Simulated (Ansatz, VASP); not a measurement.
Two plane-wave programs on Zr

```
Zr
1.0
    -1.78912    1.78912    1.78912
     1.78912   -1.78912    1.78912
     1.78912    1.78912   -1.78912
Zr
1
Direct
  0.00000 0.00000 0.00000
```

Alike in both runs: task single point; functional LDA; k mesh 21 × 21 × 21; occupations fermi-dirac, width 0.1 eV; no spin polarisation.

```csv
,VASP,Ansatz
version,VASP 6.6.1,Ansatz 0.2.0
potentials or method,"VASP PAW LDA potentials, release 64 (Zr_sv), cutoff 520 eV","plane waves (420 eV) with PAW, scalar-relativistic"
valence electrons in the cell,12,12
```

```tsv
	VASP	Ansatz	Ansatz less VASP
pressure (GPa)	-6.7	-6.8	-0.08
```

Ansatz warns that its potentials were made for another functional, while VASP's fit it. LDA's correlation is that of Perdew and Zunger in VASP and of Perdew and Wang (1992) in Ansatz.
